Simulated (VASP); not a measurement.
# PbS (Cm) in VASP: single point with r2SCAN

Aim: the single point of PbS with r2SCAN.

Program: VASP 6.6.1. These are calculated values, not measurements. Logs are shortened: lines on timing, memory, paths and dates and some standing lists are left out, and cuts for length are marked.

## 1. The cell of the first run

The structure is monoclinic, space group Cm (No. 8). Conventional cell: a = 7.275 Å, b = 4.200 Å, c = 4.200 Å, α = 90.00°, β = 125.26°, γ = 90.00°. Pb (site symmetry m) has 6 S at 2.91 to 3.03 Å within 3.8 Å. Within 3.8 Å of S (site symmetry m) lie 6 Pb at 2.91 to 3.03 Å.

## 2. Single point, r2SCAN

Contents of POSCAR:

```
PbS
1.0
    0.0000000000      2.9700000000      2.9700000000
    2.9700000000      0.0000000000      2.9700000000
    2.9700000000      2.9700000000      0.0000000000
Pb S
1 1
Direct
    0.0000000000      0.0000000000      0.0000000000
    0.5200000000      0.5000000000      0.4900000000
```

Contents of INCAR.step1:

```
SYSTEM = PbS
PREC = Accurate
ENCUT = 550
ISMEAR = -1
SIGMA = 0.1
LREAL = .FALSE.
LASPH = .TRUE.
NELM = 120
NBANDS = 17
GGA = PE
ALGO = Normal
EDIFF = 1E-5
LWAVE = .TRUE.
LCHARG = .FALSE.
GGA_COMPAT = .FALSE.
```

Contents of INCAR.step2:

```
SYSTEM = PbS
PREC = Accurate
ENCUT = 550
EDIFF = 1E-6
ISMEAR = -1
SIGMA = 0.1
LREAL = .FALSE.
LASPH = .TRUE.
NELM = 120
ALGO = Normal
ISIF = 2
LWAVE = .FALSE.
LCHARG = .TRUE.
METAGGA = R2SCAN
LMIXTAU = .TRUE.
LELF = .TRUE.
LVHAR = .TRUE.
NBANDS = 17
ISTART = 1
GGA_COMPAT = .FALSE.
```

Contents of KPOINTS:

```
regular mesh
0
G
  1 1 1
  0 0 0
```

Potentials or basis: VASP PAW PBE potentials, release 64 (Pb_d, S).

Started as:

```sh
> cat potpaw_PBE.64/Pb_d/POTCAR potpaw_PBE.64/S/POTCAR > POTCAR
> cp INCAR.step1 INCAR
> mpirun -np 1 vasp_gam > vasp.out
> cp INCAR.step2 INCAR
> mpirun -np 1 vasp_gam > vasp.out
```

OUTCAR:

```text
SYSTEM = PbS
   PREC = Accurate
   ENCUT = 550
   EDIFF = 1E-6
   ISMEAR = -1
   LREAL = .FALSE.
   LASPH = .TRUE.
   NELM = 120
   ISIF = 2
   METAGGA = R2SCAN
   ISTART = 1

 ion  position               nearest neighbor table
   1  0.000  0.000  0.000-   2 2.91   2 2.94   2 2.94   2 3.00   2 3.00   2 3.03
   2  0.520  0.500  0.490-   1 2.91   1 2.94   1 2.94   1 3.00   1 3.00   1 3.03

  LATTYP: Found a face centered cubic cell.
 ALAT       =     5.9400000000

  Lattice vectors:

 A1 = (   0.0000000000,   2.9700000000,   2.9700000000)
 A2 = (   2.9700000000,   0.0000000000,   2.9700000000)
 A3 = (   2.9700000000,   2.9700000000,   0.0000000000)

Analysis of symmetry for initial positions (statically):
=====================================================================
 Subroutine PRICEL returns:
 Original cell was already a primitive cell.

 Routine SETGRP: Setting up the symmetry group for a
 face centered cubic supercell.

 Subroutine GETGRP returns: Found  2 space group operations
 (whereof  2 operations were pure point group operations)
 out of a pool of 48 trial point group operations.

The static configuration has the point symmetry C_1h.

Analysis of symmetry for dynamics (positions and initial velocities):
=====================================================================
 Subroutine PRICEL returns:
 Original cell was already a primitive cell.

 Routine SETGRP: Setting up the symmetry group for a
 face centered cubic supercell.

 Subroutine GETGRP returns: Found  2 space group operations
 (whereof  2 operations were pure point group operations)
 out of a pool of 48 trial point group operations.

The dynamic configuration has the point symmetry C_1h.

 Subroutine INISYM returns: Found  2 space group operations
 (whereof  2 operations are pure point group operations),
 and found     1 'primitive' translations

----------------------------------------------------------------------------------------

                                     Primitive cell

  volume of cell :      52.3961

  direct lattice vectors                    reciprocal lattice vectors
     0.000000000  2.970000000  2.970000000    -0.168350168  0.168350168  0.168350168
     2.970000000  0.000000000  2.970000000     0.168350168 -0.168350168  0.168350168
     2.970000000  2.970000000  0.000000000     0.168350168  0.168350168 -0.168350168

  length of vectors
     4.200214280  4.200214280  4.200214280     0.291591045  0.291591045  0.291591045

  position of ions in fractional coordinates (direct lattice)
     0.000000000  0.000000000  0.000000000
     0.520000000  0.500000000  0.490000000

  ion indices of the primitive-cell ions
   primitive index   ion index
                 1           1
                 2           2

----------------------------------------------------------------------------------------

 KPOINTS: regular mesh

Automatic generation of k-mesh.
 Grid dimensions read from file:
 generate k-points for:    1    1    1

 Generating k-lattice:

  Cartesian coordinates                     Fractional coordinates (reciprocal lattice)
    -0.168350168  0.168350168  0.168350168     1.000000000  0.000000000  0.000000000
     0.168350168 -0.168350168  0.168350168     0.000000000  1.000000000  0.000000000
     0.168350168  0.168350168 -0.168350168     0.000000000  0.000000000  1.000000000

  Length of vectors
     0.291591045  0.291591045  0.291591045

  Shift w.r.t. Gamma in fractional coordinates (k-lattice)
     0.000000000  0.000000000  0.000000000

 Subroutine IBZKPT returns following result:
 ===========================================

 Found      1 irreducible k-points:

 Following reciprocal coordinates:
            Coordinates               Weight
  0.000000  0.000000  0.000000      1.000000
   k-points           NKPTS =      1   k-points in BZ     NKDIM =      1   number of bands    NBANDS=     17
   number of dos      NEDOS =    301   number of ions     NIONS =      2
   total plane-waves  NPLWV =  32768
   dimension x,y,z NGX =    32 NGY =   32 NGZ =   32
   dimension x,y,z NGXF=    64 NGYF=   64 NGZF=   64
   ions per type =               1   1
   NGX,Y,Z   is equivalent  to a cutoff of  12.67, 12.67, 12.67 a.u.
   NGXF,Y,Z  is equivalent  to a cutoff of  25.33, 25.33, 25.33 a.u.
 SYSTEM =  PbS
   PREC   = accura    normal or accurate (medium, high low for compatibility)
   ISTART =      1    job   : 0-new  1-cont  2-samecut
   ICHARG =      0    charge: 1-file 2-atom 10-const
   ISPIN  =      1    spin polarized calculation?
   LNONCOLLINEAR =      F non collinear calculations
   LSORBIT =      F    spin-orbit coupling
   LASPH  =      T    aspherical Exc in radial PAW
   ENCUT  =  550.0 eV  40.42 Ry    6.36 a.u.   8.03  8.03  8.03*2*pi/ulx,y,z
   NELM   =    120;   NELMIN=  2; NELMDL=  0     # of ELM steps
   EDIFF  = 0.1E-05   stopping-criterion for ELM
   LREAL  =      F    real-space projection
   EDIFFG = 0.1E-04   stopping-criterion for IOM
   NSW    =      0    number of steps for IOM
   IBRION =     -1    ionic relax: 0-MD 1-quasi-New 2-CG
   NFREE  =      0    steps in history (QN), initial steepest desc. (CG)
   ISIF   =      2    stress and relaxation
   ISYM   =      2    0-nonsym 1-usesym 2-fastsym
   POTIM  = 0.5000    time-step for ionic-motion
   TEBEG  =    0.0;   TEEND  =   0.0 temperature during run
   PSTRESS=    0.0 pullay stress
   NELECT =      20.0000    total number of electrons
   NUPDOWN=      -1.0000    fix difference up-down
   EMIN   =  10.00;   EMAX   =-10.00  energy-range for DOS
   EFERMI =   0.00;   METHOD = LEGACY
   ISMEAR =    -1;   SIGMA  =   0.10  broadening in eV -4-tet -1-fermi 0-gaus
   EFERMI_NEDOS =   21; number of points for ismear=-14 and -15
   IALGO  =     38    algorithm
   IMIX   =      4    mixing-type and parameters
     AMIX     =   0.40;   BMIX     =  1.00
     AMIX_MAG =   1.60;   BMIX_MAG =  1.00
  volume/ion in A,a.u.               =      26.20       176.79
  Fermi-wavevector in a.u.,A,eV,Ry     =   1.187549  2.244143 19.187940  1.410274
  Thomas-Fermi vector in A             =   2.323698
   LORBIT       =      0    0 simple, 1 ext, 2 COOP (PROOUT), +10 PAW based schemes
   METAGGA = R2SCAN    functional components
   LHFCALC =     F    Hartree Fock is set to
   AEXX    =    0.0000 exact exchange contribution
   IVDW    =     0    specifies the selected vdW correction
   LEPSILON=     F    determine dielectric tensor
   LRPA    =     F    only Hartree local field effects (RPA)
 non-spin polarized calculation
  energy-cutoff  :      550.00
  volume of cell :       52.40
 maximum number of plane-waves:       736
   NGX = 17   NGY = 17   NGZ = 17

 number of electron      19.9999999 magnetization

 Free energy of the ion-electron system (eV)
  ---------------------------------------------------
  ext. energy  EPLUGINS =         0.00000000
  ---------------------------------------------------
  free energy    TOTEN  =       -61.27423533 eV

  energy without entropy =      -61.27423533  energy(sigma->0) =      -61.27423533

 E-fermi :   6.8609     XC(G=0):  -9.9517

 val. band max:        4.3849636937   @ k =   0.0000   0.0000   0.0000
 cond. band min:      11.1548449347   @ k =   0.0000   0.0000   0.0000
 fundamental gap:      6.7698812410
 Fermi energy:         6.8609381029

 k-point     1 :       0.0000    0.0000    0.0000
  band No.  band energies     occupation
      1     -12.2991      2.00000
      2     -12.2975      2.00000
      3     -12.2973      2.00000
      4     -12.2504      2.00000
      5     -12.2493      2.00000
      6      -7.5991      2.00000
[... 9 lines left out ...]
     16      13.2435      0.00000
     17      14.7250      0.00000

------------------------ aborting loop because EDIFF is reached ----------------------------------------

  FORCE on cell =-STRESS in cart. coord.  units (eV):
  Direction    XX          YY          ZZ          XY          YZ          ZX
  --------------------------------------------------------------------------------------
  -------------------------------------------------------------------------------------
  Total        6.6926631      6.6926631      6.7324605      0.0077175     -0.0153246      0.0153246
  in kB      204.6492719    204.6492719    205.8662010      0.2359873     -0.4685988      0.4685985
  external PRESSURE =     205.0549149 kB  Pullay stress =       0.0000000 kB

 VOLUME and BASIS-vectors are now :
 -----------------------------------------------------------------------------
  energy-cutoff  :      550.00
  volume of cell :       52.40
      direct lattice vectors                 reciprocal lattice vectors
     0.000000000  2.970000000  2.970000000    -0.168350168  0.168350168  0.168350168
     2.970000000  0.000000000  2.970000000     0.168350168 -0.168350168  0.168350168
     2.970000000  2.970000000  0.000000000     0.168350168  0.168350168 -0.168350168

 POSITION                                       TOTAL-FORCE (eV/Angst)
 -----------------------------------------------------------------------------------
      0.00000      0.00000      0.00000        -0.207611      0.207611      0.416663
      2.94030      2.99970      3.02940         0.207611     -0.207611     -0.416663
 -----------------------------------------------------------------------------------
    total drift:                                0.000062     -0.000062     -0.000144

  FREE ENERGIE OF THE ION-ELECTRON SYSTEM (eV)
  ---------------------------------------------------
  free  energy   TOTEN  =       -61.2742353322 eV

  energy  without entropy=      -61.2742353320  energy(sigma->0) =      -61.27423533
```

Run time: 22 s. Hardware: 1 thread of Intel Xeon 8259CL, shared host; peak memory 0.18 GiB.

Results:

```
Free energy            : -61.2742 eV
Pressure               : 20.5 GPa
Largest force          : 0.510 eV/Å
Band gap on the k mesh : 6.77 eV
```

Forces on the atoms (eV/Å):
```
Pb  -0.208  0.208  0.417
S    0.208 -0.208 -0.417
```

Caveat: the k points lie up to 1.83 Å⁻¹ apart; the PAW data sets were made with another functional, which shifts forces and pressure a little; spin-orbit coupling is left out, which moves the levels of the heavy elements. A k mesh can miss the band edges.
